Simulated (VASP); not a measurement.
# Nb (Fm-3m) in VASP: further runs

Runs on Nb. Level: PBEsol. Tasks: single point, relaxation of cell and atoms.

Program: VASP 6.6.1. These are calculated values, not measurements. Logs are shortened: lines on timing, memory, paths and dates and some standing lists are left out, and cuts for length are marked.

## (1) The cell of the first run

It takes space group Fm-3m (No. 225, cubic). Conventional cell: a = 4.180 Å, b = 4.180 Å, c = 4.180 Å, α = 90.00°, β = 90.00°, γ = 90.00°. Nb (site symmetry m-3m) has 12 Nb at 2.96 Å within 3.9 Å.

## (2) Single point, PBEsol

The input, INCAR:

```
SYSTEM = Nb
PREC = Accurate
ENCUT = 520
EDIFF = 1E-6
ISMEAR = -1
SIGMA = 0.05
LREAL = .False.
LASPH = .True.
NELM = 80
ALGO = Normal
ISIF = 2
LWAVE = .False.
LCHARG = .True.
GGA = PS
LELF = .True.
LVHAR = .True.
NBANDS = 12
```

The input, KPOINTS:

```
regular mesh
0
Gamma
  9 9 9
  0 0 0
```

The input, POSCAR:

```
Nb
1.0
    0.0000000000      2.0900785724      2.0900785724
    2.0900785724      0.0000000000      2.0900785724
    2.0900785724      2.0900785724      0.0000000000
Nb
1
Direct
    0.0000000000      0.0000000000      0.0000000000
```

Potentials or basis: VASP PAW PBE potentials, release 64 (Nb_sv).

Launch:

```bash
cat potpaw_PBE.64/Nb_sv/POTCAR > POTCAR
mpirun -np 1 vasp_std > vasp.out
```

OUTCAR:

```text
SYSTEM = Nb
   PREC = Accurate
   ENCUT = 520
   EDIFF = 1E-6
   ISMEAR = -1
   LREAL = .False.
   LASPH = .True.
   NELM = 80
   ISIF = 2
   GGA = PS

 ion  position               nearest neighbor table
   1  0.000  0.000  0.000-

  LATTYP: Found a face centered cubic cell.
 ALAT       =     4.1801571448

  Lattice vectors:

 A1 = (   0.0000000000,   2.0900785724,   2.0900785724)
 A2 = (   2.0900785724,   0.0000000000,   2.0900785724)
 A3 = (   2.0900785724,   2.0900785724,   0.0000000000)

Analysis of symmetry for initial positions (statically):
=====================================================================
 Subroutine PRICEL returns:
 Original cell was already a primitive cell.

 Routine SETGRP: Setting up the symmetry group for a
 face centered cubic supercell.

 Subroutine GETGRP returns: Found 48 space group operations
 (whereof 48 operations were pure point group operations)
 out of a pool of 48 trial point group operations.

The static configuration has the point symmetry O_h .

Analysis of symmetry for dynamics (positions and initial velocities):
=====================================================================
 Subroutine PRICEL returns:
 Original cell was already a primitive cell.

 Routine SETGRP: Setting up the symmetry group for a
 face centered cubic supercell.

 Subroutine GETGRP returns: Found 48 space group operations
 (whereof 48 operations were pure point group operations)
 out of a pool of 48 trial point group operations.

The dynamic configuration has the point symmetry O_h .

 Subroutine INISYM returns: Found 48 space group operations
 (whereof 48 operations are pure point group operations),
 and found     1 'primitive' translations

----------------------------------------------------------------------------------------

                                     Primitive cell

  volume of cell :      18.2607

  direct lattice vectors                    reciprocal lattice vectors
     0.000000000  2.090078572  2.090078572    -0.239225456  0.239225456  0.239225456
     2.090078572  0.000000000  2.090078572     0.239225456 -0.239225456  0.239225456
     2.090078572  2.090078572  0.000000000     0.239225456  0.239225456 -0.239225456

  length of vectors
     2.955817464  2.955817464  2.955817464     0.414350645  0.414350645  0.414350645

  position of ions in fractional coordinates (direct lattice)
     0.000000000  0.000000000  0.000000000

  ion indices of the primitive-cell ions
   primitive index   ion index
                 1           1

----------------------------------------------------------------------------------------

 KPOINTS: regular mesh

Automatic generation of k-mesh.
 Grid dimensions read from file:
 generate k-points for:    9    9    9

 Generating k-lattice:

  Cartesian coordinates                     Fractional coordinates (reciprocal lattice)
    -0.026580606  0.026580606  0.026580606     0.111111111  0.000000000  0.000000000
     0.026580606 -0.026580606  0.026580606     0.000000000  0.111111111  0.000000000
     0.026580606  0.026580606 -0.026580606     0.000000000  0.000000000  0.111111111

  Length of vectors
     0.046038961  0.046038961  0.046038961

  Shift w.r.t. Gamma in fractional coordinates (k-lattice)
     0.000000000  0.000000000  0.000000000

 Subroutine IBZKPT returns following result:
 ===========================================

 Found     35 irreducible k-points:

 Following reciprocal coordinates:
            Coordinates               Weight
  0.000000  0.000000  0.000000      1.000000
  0.111111  0.000000  0.000000      8.000000
  0.222222  0.000000  0.000000      8.000000
  0.333333  0.000000  0.000000      8.000000
  0.444444  0.000000  0.000000      8.000000
  0.111111  0.111111  0.000000      6.000000
[... 16 lines left out ...]
 -0.333333  0.333333  0.000000     12.000000
  0.444444  0.444444  0.000000      6.000000
 [... further k-points ...]
   k-points           NKPTS =     35   k-points in BZ     NKDIM =     35   number of bands    NBANDS=     12
   number of dos      NEDOS =    301   number of ions     NIONS =      1
   total plane-waves  NPLWV =  13824
   dimension x,y,z NGX =    24 NGY =   24 NGZ =   24
   dimension x,y,z NGXF=    48 NGYF=   48 NGZF=   48
   ions per type =               1
   NGX,Y,Z   is equivalent  to a cutoff of  13.50, 13.50, 13.50 a.u.
   NGXF,Y,Z  is equivalent  to a cutoff of  27.00, 27.00, 27.00 a.u.
 SYSTEM =  Nb
   PREC   = accura    normal or accurate (medium, high low for compatibility)
   ISTART =      0    job   : 0-new  1-cont  2-samecut
   ICHARG =      2    charge: 1-file 2-atom 10-const
   ISPIN  =      1    spin polarized calculation?
   LNONCOLLINEAR =      F non collinear calculations
   LSORBIT =      F    spin-orbit coupling
   LASPH  =      T    aspherical Exc in radial PAW
   ENCUT  =  520.0 eV  38.22 Ry    6.18 a.u.   5.50  5.50  5.50*2*pi/ulx,y,z
   NELM   =     80;   NELMIN=  2; NELMDL= -5     # of ELM steps
   EDIFF  = 0.1E-05   stopping-criterion for ELM
   LREAL  =      F    real-space projection
   EDIFFG = 0.1E-04   stopping-criterion for IOM
   NSW    =      0    number of steps for IOM
   IBRION =     -1    ionic relax: 0-MD 1-quasi-New 2-CG
   NFREE  =      0    steps in history (QN), initial steepest desc. (CG)
   ISIF   =      2    stress and relaxation
   ISYM   =      2    0-nonsym 1-usesym 2-fastsym
   POTIM  = 0.5000    time-step for ionic-motion
   TEBEG  =    0.0;   TEEND  =   0.0 temperature during run
   PSTRESS=    0.0 pullay stress
   NELECT =      13.0000    total number of electrons
   NUPDOWN=      -1.0000    fix difference up-down
   EMIN   =  10.00;   EMAX   =-10.00  energy-range for DOS
   EFERMI =   0.00;   METHOD = LEGACY
   ISMEAR =    -1;   SIGMA  =   0.05  broadening in eV -4-tet -1-fermi 0-gaus
   EFERMI_NEDOS =   21; number of points for ismear=-14 and -15
   IALGO  =     38    algorithm
   IMIX   =      4    mixing-type and parameters
     AMIX     =   0.40;   BMIX     =  1.00
     AMIX_MAG =   1.60;   BMIX_MAG =  1.00
  volume/ion in A,a.u.               =      18.26       123.23
  Fermi-wavevector in a.u.,A,eV,Ry     =   1.461784  2.762372 29.073116  2.136814
  Thomas-Fermi vector in A             =   2.578075
   LORBIT       =      0    0 simple, 1 ext, 2 COOP (PROOUT), +10 PAW based schemes
   GGA     = PS    functional components
   LHFCALC =     F    Hartree Fock is set to
   AEXX    =    0.0000 exact exchange contribution
   IVDW    =     0    specifies the selected vdW correction
   LEPSILON=     F    determine dielectric tensor
   LRPA    =     F    only Hartree local field effects (RPA)
 non-spin polarized calculation
  energy-cutoff  :      520.00
  volume of cell :       18.26
 maximum number of plane-waves:       531
 NGX is ok and might be reduce to    24
   NGX = 11   NGY = 11   NGZ = 11

 number of electron      13.0000001 magnetization

 Free energy of the ion-electron system (eV)
  ---------------------------------------------------
  ext. energy  EPLUGINS =         0.00000000
  ---------------------------------------------------
  free energy    TOTEN  =       -10.60001270 eV

  energy without entropy =      -10.58465833  energy(sigma->0) =      -10.59233552

 E-fermi :  11.1905     XC(G=0): -12.5634

 val. band max:       11.1293218283   @ k =   0.4444   0.0000   0.0000
 cond. band min:      11.1942970187   @ k =   0.4444   0.3333   0.1111
 fundamental gap:      0.0649751904
 Fermi energy:        11.1904551097

 k-point     1 :       0.0000    0.0000    0.0000
  band No.  band energies     occupation
      1     -43.4697      2.00000
      2     -18.8217      2.00000
      3     -18.8217      2.00000
      4     -18.8217      2.00000
      5       4.8962      2.00000
      6      11.2908      0.23677
      7      11.2908      0.23677
      8      11.2908      0.23677
      9      13.9807      0.00000
     10      13.9807      0.00000
     11      23.0808      0.00000
     12      27.9348      0.00000

 k-point     2 :       0.1111    0.0000    0.0000
  band No.  band energies     occupation
      1     -43.4447      2.00000
      2     -18.9846      2.00000
      3     -18.8417      2.00000
      4     -18.8417      2.00000
      5       5.3591      2.00000
      6      10.9542      1.98241
      7      11.4918      0.00482
      8      11.4918      0.00482
      9      13.8129      0.00000
     10      13.8129      0.00000
     11      23.9789      0.00000
     12      26.4119      0.00000

 k-point     3 :       0.2222    0.0000    0.0000
  band No.  band energies     occupation
      1     -43.3807      2.00000
      2     -19.3841      2.00000
      3     -18.8921      2.00000
      4     -18.8921      2.00000
      5       6.4612      2.00000
      6      10.4907      2.00000
      7      11.7028      0.00007
      8      11.7028      0.00007
      9      13.8774      0.00000
     10      13.8774      0.00000
     11      23.9914      0.00000
     12      26.3231      0.00000
[... 286 lines left out ...]
 k-point    23 :      -0.3333    0.3333    0.0000
  band No.  band energies     occupation
      1     -43.1978      2.00000
      2     -19.7063      2.00000
      3     -19.6939      2.00000
      4     -19.1240      2.00000
      5       8.5367      2.00000
      6       9.4473      2.00000
      7      10.9631      1.97903
      8      13.3217      0.00000
      9      15.0963      0.00000
     10      18.9725      0.00000
     11      22.7995      0.00000
     12      23.8530      0.00000

 k-point    24 :       0.4444    0.4444    0.0000
  band No.  band energies     occupation
      1     -43.1893      2.00000
      2     -20.0067      2.00000
      3     -19.2712      2.00000
      4     -19.2712      2.00000
      5       7.0754      2.00000
      6       7.8280      2.00000
      7      14.5247      0.00000
      8      15.9407      0.00000
      9      16.2775      0.00000
     10      16.2775      0.00000
     11      23.1618      0.00000
     12      23.1618      0.00000

 [... further k-points ...]
[... 5 lines left out ...]
  --------------------------------------------------------------------------------------
  -------------------------------------------------------------------------------------
  Total       -0.0334420     -0.0334420     -0.0334420      0.0000000     -0.0000000     -0.0000000
  in kB       -2.9341645     -2.9341645     -2.9341645      0.0000000     -0.0000000     -0.0000000
  external PRESSURE =      -2.9341645 kB  Pullay stress =       0.0000000 kB

 VOLUME and BASIS-vectors are now :
 -----------------------------------------------------------------------------
  energy-cutoff  :      520.00
  volume of cell :       18.26
      direct lattice vectors                 reciprocal lattice vectors
     0.000000000  2.090078572  2.090078572    -0.239225456  0.239225456  0.239225456
     2.090078572  0.000000000  2.090078572     0.239225456 -0.239225456  0.239225456
     2.090078572  2.090078572  0.000000000     0.239225456  0.239225456 -0.239225456

 POSITION                                       TOTAL-FORCE (eV/Angst)
 -----------------------------------------------------------------------------------
      0.00000      0.00000      0.00000         0.000000      0.000000      0.000000
 -----------------------------------------------------------------------------------
    total drift:                                0.000000      0.000000     -0.000000

  FREE ENERGIE OF THE ION-ELECTRON SYSTEM (eV)
  ---------------------------------------------------
  free  energy   TOTEN  =       -10.6000127014 eV

  energy  without entropy=      -10.5846583332  energy(sigma->0) =      -10.59233552
```

It took 5.4 s on 1 thread of Intel Xeon 6975P-C, shared host; peak memory 0.14 GiB.

What came out:

| Quantity | Value |
| --- | --- |
| Free energy | -10.6000 eV |
| Pressure | -0.3 GPa |

Levels at points of the mesh, in eV from the Fermi level:
| k point | band 4 | band 5 | band 6 | band 7 | band 8 | band 9 |
| --- | --- | --- | --- | --- | --- | --- |
| (0.00, 0.00, 0.00) | -30.01 | -6.29 | 0.10 | 0.10 | 0.10 | 2.79 |

Caveat: the PAW data sets were made with another functional, which shifts forces and pressure a little.

## (3) Relaxation of cell and atoms, PBEsol

This run uses another cell than the first one, of 18.92 Å³/atom, 1.036 times its volume.

The input, INCAR:

```
SYSTEM = Nb
PREC = Accurate
ENCUT = 600
EDIFF = 1E-6
ISMEAR = -1
SIGMA = 0.05
LREAL = .False.
LASPH = .True.
NELM = 80
ALGO = Normal
ISIF = 3
LWAVE = .False.
LCHARG = .False.
GGA = PS
IBRION = 2
NSW = 80
EDIFFG = -0.03
```

KPOINTS is that of step 2.

The input, POSCAR:

```
Nb
1.0
    0.0000000000      2.1150000000      2.1150000000
    2.1150000000      0.0000000000      2.1150000000
    2.1150000000      2.1150000000      0.0000000000
Nb
1
Direct
    0.0000000000      0.0000000000      0.0000000000
```

Potentials or basis: VASP PAW PBE potentials, release 64 (Nb_sv).

Launch:

```bash
cat potpaw_PBE.64/Nb_sv/POTCAR > POTCAR
mpirun -np 1 vasp_std > vasp.out
```

Wall time 13 s (1 thread of Intel Xeon 6975P-C, shared host); peak memory 0.15 GiB.

It converged, with:

```
Free energy                            : -10.6005 eV
Relaxed volume                         : 18.25 Å³/atom
Relaxed cell                           : a = 2.955 Å, b = 2.955 Å, c = 2.955 Å, α = 60.00°, β = 60.00°, γ = 60.00°
Space group after relaxing (to 0.05 Å) : Fm-3m (No. 225)
Energy gained by relaxing              : 13.4 meV/atom
Ionic steps                            : 3
Pressure after relaxing                : -0.2 GPa
```

Step by step:
```tsv
step	energy change (eV)	largest force (eV/Å)	pressure (GPa)	volume (Å³)
1	0.0000	0.0000	-6.11	18.92
2	0.0351	0.0000	13.28	17.01
3	-0.0134	0.0000	-0.19	18.25
```

Final structure:
```
Nb
1.0
     0.00000    2.08973    2.08973
     2.08973    0.00000    2.08973
     2.08973    2.08973    0.00000
Nb
1
Direct
  0.00000 0.00000 0.00000
```

Levels at points of the mesh, in eV from the Fermi level:
| k point | band 4 | band 5 | band 6 | band 7 | band 8 | band 9 |
| --- | --- | --- | --- | --- | --- | --- |
| (0.00, 0.00, 0.00) | -30.01 | -6.30 | 0.10 | 0.10 | 0.10 | 2.79 |

Caveat: the PAW data sets were made with another functional, which shifts forces and pressure a little.
